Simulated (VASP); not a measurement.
# WS2 in VASP: a series of runs

Runs on WS2. Level: r2SCAN. Tasks: single point.

Everything below comes from runs of VASP 6.6.1. Logs are shortened: lines on timing, memory, paths and dates and some standing lists are left out, and cuts for length are marked.

### 1 The cell of the first run

The cell holds a slab with vacuum, 3 atoms: a = 3.022 Å, b = 3.022 Å, c = 16.103 Å, α = 90.00°, β = 90.00°, γ = 120.00°.

### 2 Single point, r2SCAN (strain -0.050 along x and y, -0.050 along z)

Contents of POSCAR:

```
WS2
1.0
    3.0220406321      0.0000000000      0.0000000000
   -1.5110203161      2.6171639587      0.0000000000
    0.0000000000      0.0000000000     16.1032030033
W S
1 2
Direct
    0.3333333333      0.6666666667      0.0000000000
    0.6666666667      0.3333333333      0.9080224902
    0.6666666667      0.3333333333      0.0919775098
```

Contents of INCAR.step1:

```
SYSTEM = WS2
PREC = Accurate
ENCUT = 520
ISMEAR = 0
SIGMA = 0.05
LREAL = .FALSE.
LASPH = .TRUE.
NELM = 100
NBANDS = 20
GGA = PE
ALGO = Normal
EDIFF = 1E-4
LWAVE = .TRUE.
LCHARG = .FALSE.
```

Contents of INCAR.step2:

```
SYSTEM = WS2
PREC = Accurate
ENCUT = 520
EDIFF = 1E-6
ISMEAR = 0
SIGMA = 0.05
LREAL = .FALSE.
LASPH = .TRUE.
NELM = 100
ALGO = Normal
ISIF = 2
LWAVE = .FALSE.
LCHARG = .TRUE.
METAGGA = R2SCAN
LMIXTAU = .TRUE.
LELF = .TRUE.
LVHAR = .TRUE.
NBANDS = 20
ISTART = 1
```

Contents of KPOINTS:

```
regular mesh
0
G
  12 12 2
  0 0 0
```

Potentials or basis: VASP PAW PBE potentials, release 64 (W_sv, S).

On the command line:

```
$ cat potpaw_PBE.64/W_sv/POTCAR potpaw_PBE.64/S/POTCAR > POTCAR
$ cp INCAR.step1 INCAR
$ mpirun -np 1 vasp_std > vasp.out
$ cp INCAR.step2 INCAR
$ mpirun -np 1 vasp_std > vasp.out
```

OUTCAR:

```text
SYSTEM = WS2
   PREC = Accurate
   ENCUT = 520
   EDIFF = 1E-6
   ISMEAR = 0
   LREAL = .FALSE.
   LASPH = .TRUE.
   NELM = 100
   ISIF = 2
   METAGGA = R2SCAN
   ISTART = 1

 ion  position               nearest neighbor table
   1  0.333  0.667  0.000-   2 2.29   3 2.29   2 2.29   3 2.29   2 2.29   3 2.29
   2  0.667  0.333  0.908-   1 2.29   1 2.29   1 2.29
   3  0.667  0.333  0.092-   1 2.29   1 2.29   1 2.29

  LATTYP: Found a hexagonal cell.
 ALAT       =     3.0220406321
 C/A-ratio  =     5.3285858675

  Lattice vectors:

 A1 = (   3.0220406321,   0.0000000000,   0.0000000000)
 A2 = (  -1.5110203161,   2.6171639587,   0.0000000000)
 A3 = (   0.0000000000,   0.0000000000,  16.1032030033)

Analysis of symmetry for initial positions (statically):
=====================================================================
 Subroutine PRICEL returns:
 Original cell was already a primitive cell.

 Routine SETGRP: Setting up the symmetry group for a
 hexagonal supercell.

 Subroutine GETGRP returns: Found 12 space group operations
 (whereof 12 operations were pure point group operations)
 out of a pool of 24 trial point group operations.

The static configuration has the point symmetry D_3h.

Analysis of symmetry for dynamics (positions and initial velocities):
=====================================================================
 Subroutine PRICEL returns:
 Original cell was already a primitive cell.

 Routine SETGRP: Setting up the symmetry group for a
 hexagonal supercell.

 Subroutine GETGRP returns: Found 12 space group operations
 (whereof 12 operations were pure point group operations)
 out of a pool of 24 trial point group operations.

The dynamic configuration has the point symmetry D_3h.

 Subroutine INISYM returns: Found 12 space group operations
 (whereof 12 operations are pure point group operations),
 and found     1 'primitive' translations

----------------------------------------------------------------------------------------

                                     Primitive cell

  volume of cell :     127.3631

  direct lattice vectors                    reciprocal lattice vectors
     3.022040632  0.000000000  0.000000000     0.330902235  0.191046495  0.000000000
    -1.511020316  2.617163959  0.000000000     0.000000000  0.382092989  0.000000000
     0.000000000  0.000000000 16.103203003     0.000000000  0.000000000  0.062099447

  length of vectors
     3.022040632  3.022040632 16.103203003     0.382092989  0.382092989  0.062099447

  position of ions in fractional coordinates (direct lattice)
     0.333333333  0.666666667  0.000000000
     0.666666667  0.333333333  0.908022490
     0.666666667  0.333333333  0.091977510

  ion indices of the primitive-cell ions
   primitive index   ion index
                 1           1
                 2           2
                 3           3

----------------------------------------------------------------------------------------

 KPOINTS: regular mesh

Automatic generation of k-mesh.
 Grid dimensions read from file:
 generate k-points for:   12   12    2

 Generating k-lattice:

  Cartesian coordinates                     Fractional coordinates (reciprocal lattice)
     0.027575186  0.015920541  0.000000000     0.083333333 -0.000000000  0.000000000
     0.000000000  0.031841082  0.000000000     0.000000000  0.083333333  0.000000000
     0.000000000  0.000000000  0.031049723     0.000000000  0.000000000  0.500000000

  Length of vectors
     0.031841082  0.031841082  0.031049723

  Shift w.r.t. Gamma in fractional coordinates (k-lattice)
     0.000000000  0.000000000  0.000000000

 Subroutine IBZKPT returns following result:
 ===========================================

 Found     38 irreducible k-points:

 Following reciprocal coordinates:
            Coordinates               Weight
  0.000000  0.000000  0.000000      1.000000
  0.083333  0.000000  0.000000      6.000000
  0.166667  0.000000  0.000000      6.000000
  0.250000  0.000000  0.000000      6.000000
  0.333333  0.000000  0.000000      6.000000
  0.416667  0.000000  0.000000      6.000000
[... 16 lines left out ...]
  0.250000  0.000000  0.500000      6.000000
  0.333333  0.000000  0.500000      6.000000
 [... further k-points ...]
   k-points           NKPTS =     38   k-points in BZ     NKDIM =     38   number of bands    NBANDS=     20
   number of dos      NEDOS =    301   number of ions     NIONS =      3
   total plane-waves  NPLWV =  69120
   dimension x,y,z NGX =    24 NGY =   24 NGZ =  120
   dimension x,y,z NGXF=    48 NGYF=   48 NGZF=  240
   ions per type =               1   2
   NGX,Y,Z   is equivalent  to a cutoff of  13.20, 13.20, 12.39 a.u.
   NGXF,Y,Z  is equivalent  to a cutoff of  26.41, 26.41, 24.78 a.u.
 SYSTEM =  WS2
   PREC   = accura    normal or accurate (medium, high low for compatibility)
   ISTART =      1    job   : 0-new  1-cont  2-samecut
   ICHARG =      0    charge: 1-file 2-atom 10-const
   ISPIN  =      1    spin polarized calculation?
   LNONCOLLINEAR =      F non collinear calculations
   LSORBIT =      F    spin-orbit coupling
   LASPH  =      T    aspherical Exc in radial PAW
   ENCUT  =  520.0 eV  38.22 Ry    6.18 a.u.   5.62  5.62 29.94*2*pi/ulx,y,z
   NELM   =    100;   NELMIN=  2; NELMDL=  0     # of ELM steps
   EDIFF  = 0.1E-05   stopping-criterion for ELM
   LREAL  =      F    real-space projection
   EDIFFG = 0.1E-04   stopping-criterion for IOM
   NSW    =      0    number of steps for IOM
   IBRION =     -1    ionic relax: 0-MD 1-quasi-New 2-CG
   NFREE  =      0    steps in history (QN), initial steepest desc. (CG)
   ISIF   =      2    stress and relaxation
   ISYM   =      2    0-nonsym 1-usesym 2-fastsym
   POTIM  = 0.5000    time-step for ionic-motion
   TEBEG  =    0.0;   TEEND  =   0.0 temperature during run
   PSTRESS=    0.0 pullay stress
   NELECT =      26.0000    total number of electrons
   NUPDOWN=      -1.0000    fix difference up-down
   EMIN   =  10.00;   EMAX   =-10.00  energy-range for DOS
   EFERMI =   0.00;   METHOD = LEGACY
   ISMEAR =     0;   SIGMA  =   0.05  broadening in eV -4-tet -1-fermi 0-gaus
   EFERMI_NEDOS =   21; number of points for ismear=-14 and -15
   IALGO  =     38    algorithm
   IMIX   =      4    mixing-type and parameters
     AMIX     =   0.40;   BMIX     =  1.00
     AMIX_MAG =   1.60;   BMIX_MAG =  1.00
  volume/ion in A,a.u.               =      42.45       286.50
  Fermi-wavevector in a.u.,A,eV,Ry     =   0.963943  1.821589 12.642350  0.929187
  Thomas-Fermi vector in A             =   2.093532
   LORBIT       =      0    0 simple, 1 ext, 2 COOP (PROOUT), +10 PAW based schemes
   METAGGA = R2SCAN    functional components
   LHFCALC =     F    Hartree Fock is set to
   AEXX    =    0.0000 exact exchange contribution
   IVDW    =     0    specifies the selected vdW correction
   LEPSILON=     F    determine dielectric tensor
   LRPA    =     F    only Hartree local field effects (RPA)
 non-spin polarized calculation
 Gauss-broadening in eV      SIGMA  =   0.05
  energy-cutoff  :      520.00
  volume of cell :      127.36
 maximum number of plane-waves:      3503
 NGX is ok and might be reduce to    24
   NGX = 11   NGY = 11   NGZ = 59

 number of electron      25.9999999 magnetization

 Free energy of the ion-electron system (eV)
  ---------------------------------------------------
  ext. energy  EPLUGINS =         0.00000000
  ---------------------------------------------------
  free energy    TOTEN  =       -69.28406748 eV

  energy without entropy =      -69.28406748  energy(sigma->0) =      -69.28406748

 E-fermi :  -0.3616     XC(G=0):  -4.9916

 val. band max:       -0.7330536388   @ k =   0.3333   0.3333   0.0000
 cond. band min:       1.5917010083   @ k =   0.3333   0.3333   0.0000
 fundamental gap:      2.3247546472
 Fermi energy:        -0.3615565576

 k-point     1 :       0.0000    0.0000    0.0000
  band No.  band energies     occupation
      1     -76.2250      2.00000
      2     -40.0562      2.00000
      3     -39.6956      2.00000
      4     -39.6956      2.00000
      5     -17.2273      2.00000
      6     -14.9135      2.00000
[... 12 lines left out ...]
     19       5.4479      0.00000
     20       5.9493      0.00000

 k-point     2 :       0.0833    0.0000    0.0000
  band No.  band energies     occupation
      1     -76.2222      2.00000
      2     -40.0473      2.00000
      3     -39.7413      2.00000
      4     -39.7057      2.00000
      5     -17.0737      2.00000
      6     -14.8724      2.00000
[... 12 lines left out ...]
     19       5.6021      0.00000
     20       6.5702      0.00000

 k-point     3 :       0.1667    0.0000    0.0000
  band No.  band energies     occupation
      1     -76.2145      2.00000
      2     -40.0228      2.00000
      3     -39.8647      2.00000
      4     -39.7335      2.00000
      5     -16.6379      2.00000
      6     -14.7567      2.00000
[... 12 lines left out ...]
     19       6.0506      0.00000
     20       7.2060      0.00000

 k-point     4 :       0.2500    0.0000    0.0000
  band No.  band energies     occupation
      1     -76.2041      2.00000
      2     -40.0295      2.00000
      3     -39.9892      2.00000
      4     -39.7711      2.00000
      5     -15.9936      2.00000
      6     -14.5891      2.00000
[... 12 lines left out ...]
     19       6.7093      0.00000
     20       7.6750      0.00000

 k-point     5 :       0.3333    0.0000    0.0000
  band No.  band energies     occupation
      1     -76.1936      2.00000
      2     -40.1902      2.00000
      3     -39.9554      2.00000
      4     -39.8084      2.00000
      5     -15.2648      2.00000
      6     -14.4082      2.00000
[... 12 lines left out ...]
     19       7.2452      0.00000
     20       7.7256      0.00000
[... 353 lines left out ...]
      6     -14.8724      2.00000
[... 12 lines left out ...]
     19       5.6312      0.00000
     20       6.6042      0.00000

 k-point    22 :       0.1667    0.0000    0.5000
  band No.  band energies     occupation
      1     -76.2145      2.00000
      2     -40.0228      2.00000
      3     -39.8647      2.00000
      4     -39.7335      2.00000
      5     -16.6379      2.00000
      6     -14.7567      2.00000
[... 12 lines left out ...]
     19       6.0899      0.00000
     20       7.2329      0.00000

 k-point    23 :       0.2500    0.0000    0.5000
  band No.  band energies     occupation
      1     -76.2041      2.00000
      2     -40.0295      2.00000
      3     -39.9892      2.00000
      4     -39.7711      2.00000
      5     -15.9936      2.00000
      6     -14.5891      2.00000
[... 12 lines left out ...]
     19       6.6982      0.00000
     20       7.7790      0.00000

 k-point    24 :       0.3333    0.0000    0.5000
  band No.  band energies     occupation
      1     -76.1936      2.00000
      2     -40.1902      2.00000
      3     -39.9554      2.00000
      4     -39.8084      2.00000
      5     -15.2648      2.00000
      6     -14.4082      2.00000
[... 12 lines left out ...]
     19       7.1651      0.00000
     20       7.9240      0.00000

 [... further k-points ...]

------------------------ aborting loop because EDIFF is reached ----------------------------------------

  FORCE on cell =-STRESS in cart. coord.  units (eV):
  Direction    XX          YY          ZZ          XY          YZ          ZX
  --------------------------------------------------------------------------------------
  -------------------------------------------------------------------------------------
  Total       10.1969685     10.1969685     10.4893414     -0.0000000      0.0000000      0.0000000
  in kB      128.2738601    128.2738601    131.9517955     -0.0000000      0.0000000      0.0000000
  external PRESSURE =     129.4998386 kB  Pullay stress =       0.0000000 kB

 VOLUME and BASIS-vectors are now :
 -----------------------------------------------------------------------------
  energy-cutoff  :      520.00
  volume of cell :      127.36
      direct lattice vectors                 reciprocal lattice vectors
     3.022040632  0.000000000  0.000000000     0.330902235  0.191046495  0.000000000
    -1.511020316  2.617163959  0.000000000     0.000000000  0.382092989  0.000000000
     0.000000000  0.000000000 16.103203003     0.000000000  0.000000000  0.062099447

 POSITION                                       TOTAL-FORCE (eV/Angst)
 -----------------------------------------------------------------------------------
     -0.00000      1.74478      0.00000         0.000000      0.000000      0.000000
      1.51102      0.87239     14.62207        -0.000000      0.000000     -3.548784
      1.51102      0.87239      1.48113         0.000000      0.000000      3.548784
 -----------------------------------------------------------------------------------
    total drift:                                0.000001     -0.000000     -0.000000

  FREE ENERGIE OF THE ION-ELECTRON SYSTEM (eV)
  ---------------------------------------------------
  free  energy   TOTEN  =       -69.2840674788 eV

  energy  without entropy=      -69.2840674788  energy(sigma->0) =      -69.28406748
```

It took 5.4 min on 1 thread of Intel Xeon Platinum 8259CL at 2.50GHz (Skylake/Cascade Lake), shared host; peak memory 0.32 GiB.

Results:

| Item | Value |
| --- | --- |
| Free energy | -69.2841 eV |
| Largest force | 3.549 eV/Å |
| Band gap on the k mesh | 2.32 eV |

Forces on the atoms (eV/Å):
```
W    0.000  0.000  0.000
S    0.000  0.000 -3.549
S    0.000  0.000  3.549
```

Caveat: the cell differs from its parent crystal (strain -0.050 along x and y, -0.050 along z); the PAW data sets were made with another functional, which shifts forces and pressure a little; spin-orbit coupling is left out, which moves the levels of the heavy elements.

### 3 Single point, r2SCAN (strain -0.050 along x and y, -0.025 along z)

Changes to POSCAR since step 2:

```diff
@@ -4,3 +4,3 @@
    -1.5110203161      2.6171639587      0.0000000000
-    0.0000000000      0.0000000000     16.1032030033
+    0.0000000000      0.0000000000     16.5269715034
 W S
```

Contents of INCAR.step1:

```
SYSTEM = WS2
  PREC = Accurate
  ENCUT = 520
  ISMEAR = 0
  SIGMA = 0.05
  LREAL = .FALSE.
  LASPH = .TRUE.
  NELM = 100
  NBANDS = 20
  GGA = PE
  ALGO = Normal
  EDIFF = 1E-4
  LWAVE = .TRUE.
  LCHARG = .FALSE.
```

Contents of INCAR.step2:

```
SYSTEM = WS2
  PREC = Accurate
  ENCUT = 520
  EDIFF = 1E-6
  ISMEAR = 0
  SIGMA = 0.05
  LREAL = .FALSE.
  LASPH = .TRUE.
  NELM = 100
  ALGO = Normal
  ISIF = 2
  LWAVE = .FALSE.
  LCHARG = .FALSE.
  METAGGA = R2SCAN
  LMIXTAU = .TRUE.
  NBANDS = 20
  ISTART = 1
```

KPOINTS is that of step 2.

Potentials or basis: VASP PAW PBE potentials, release 64 (W_sv, S).

On the command line:

```
$ cat potpaw_PBE.64/W_sv/POTCAR potpaw_PBE.64/S/POTCAR > POTCAR
$ cp INCAR.step1 INCAR
$ mpirun -np 1 vasp_std > vasp.out
$ cp INCAR.step2 INCAR
$ mpirun -np 1 vasp_std > vasp.out
```

Wall time 6.4 min (1 thread of Intel Xeon Platinum 8259CL at 2.50GHz (Skylake/Cascade Lake), shared host); peak memory 0.34 GiB.

Results (log left out):

| Item | Value |
| --- | --- |
| Free energy | -69.5157 eV |
| Largest force | 2.415 eV/Å |
| Band gap on the k mesh | 2.35 eV (least direct gap 2.47 eV) |

Forces on the atoms (eV/Å):
```
W    0.000  0.000  0.000
S    0.000  0.000 -2.415
S    0.000  0.000  2.415
```

Levels at points of the mesh, in eV from the valence-band top:
| k point | band 10 | band 11 | band 12 | band 13 | band 14 | band 15 | band 16 | band 17 |
| --- | --- | --- | --- | --- | --- | --- | --- | --- |
| (0.00, 0.00, 0.00) | -2.54 | -1.71 | -1.71 | -0.26 | 3.60 | 3.60 | 3.90 | 3.90 |
| (0.50, 0.00, 0.00) | -3.93 | -2.48 | -1.18 | -1.07 | 3.79 | 4.13 | 4.76 | 5.81 |
| (0.00, 0.00, 0.50) | -2.54 | -1.71 | -1.71 | -0.26 | 3.60 | 3.60 | 3.90 | 3.90 |
| (0.50, 0.00, 0.50) | -3.93 | -2.48 | -1.18 | -1.07 | 3.79 | 4.13 | 4.76 | 5.81 |

Caveat: the cell differs from its parent crystal (strain -0.050 along x and y, -0.025 along z); the PAW data sets were made with another functional, which shifts forces and pressure a little; spin-orbit coupling is left out, which moves the levels of the heavy elements.
